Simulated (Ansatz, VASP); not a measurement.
# One calculation of SnTe, two programs

File POSCAR:

```
SnTe
1.0
    0.0000000000      3.6111460000      3.6111460000
    3.6111460000      0.0000000000      3.6111460000
    3.6111460000      3.6111460000      0.0000000000
Sn Te
1 1
Direct
    0.0000000000      0.0000000000      0.0000000000
    0.7500000000      0.7500000000      0.7500000000
```

INCAR.step1

```
SYSTEM = SnTe
PREC     = Accurate       ! precision mode
ENCUT    = 520            ! plane-wave cutoff, eV
ISMEAR   = 0              ! smearing method
SIGMA    = 0.01           ! smearing width, eV
LREAL    = .FALSE.        ! projectors in reciprocal space
LASPH    = .TRUE.         ! aspherical terms in the spheres
NELM     = 80             ! most SCF steps
NBANDS   = 17             ! bands
GGA      = PE             ! functional
ALGO     = Normal         ! electronic algorithm
EDIFF    = 1E-4           ! SCF threshold, eV
LWAVE    = .TRUE.         ! write WAVECAR
LCHARG   = .FALSE.        ! write CHGCAR
```

Contents of INCAR.step2:

```
SYSTEM = SnTe
PREC     = Accurate       ! precision mode
ENCUT    = 520            ! plane-wave cutoff, eV
EDIFF    = 1E-7           ! SCF threshold, eV
ISMEAR   = 0              ! smearing method
SIGMA    = 0.01           ! smearing width, eV
LREAL    = .FALSE.        ! projectors in reciprocal space
LASPH    = .TRUE.         ! aspherical terms in the spheres
NELM     = 80             ! most SCF steps
ALGO     = Normal         ! electronic algorithm
ISIF     = 2              ! what is computed and relaxed
LWAVE    = .FALSE.        ! write WAVECAR
LCHARG   = .FALSE.        ! write CHGCAR
METAGGA  = R2SCAN         ! meta-GGA
LMIXTAU  = .TRUE.       
NBANDS   = 17             ! bands
ISTART   = 1
```

The input KPOINTS:

```
Automatic mesh
0
G
  6 6 6
  0 0 0
```

Input for Ansatz:

```yaml
crystal:
  lattice:
    - [0.0, 3.611146, 3.611146]
    - [3.611146, 0.0, 3.611146]
    - [3.611146, 3.611146, 0.0]
  atoms:
    - { symbol: Sn, position: [0.0, 0.0, 0.0] }
    - { symbol: Te, position: [0.75, 0.75, 0.75] }
kpoints:
  mp_grid:
    grid: [6, 6, 6]
  band_path:
    path:
      - [-0.375, 0.0, 0.375]
      - [0.0, 0.0, 0.0]
      - [0.0, 0.0, 0.5]
      - [-0.5, -0.25, 0.25]
      - [-0.5, -0.5, 0.0]
    npoints: 4
hamiltonian:
  xc: r2scan
scf:
  n_extra_bands: 8
  convergence:
    dr2_threshold: 1.0e-10
  occupations:
    method: fixed
```

Alike in both runs: task single point; functional r2SCAN; k mesh 6 × 6 × 6; no spin polarisation.

|  | VASP | Ansatz |
| --- | --- | --- |
| version | VASP 6.6.1 | Ansatz 0.2.0 |
| potentials or method | VASP PAW PBE potentials, release 64 (Sn_d, Te) | plane waves, PAW |
| plane-wave cutoff (eV) | 520 | 500 |
| occupations | gaussian, width 0.01 eV | fixed |
| valence electrons in the cell | 20 | 30 |

```csv
,VASP,Ansatz,Ansatz less VASP
gap on the k mesh at the Fermi level (eV),0.35,0.36,+0.003
```

VASP's potentials were made for PBE, not for r2SCAN. VASP's potentials hold 20 valence electrons a cell and Ansatz's 30, so a difference there can come from the potentials and not from the codes.

Spin-orbit coupling is off throughout.
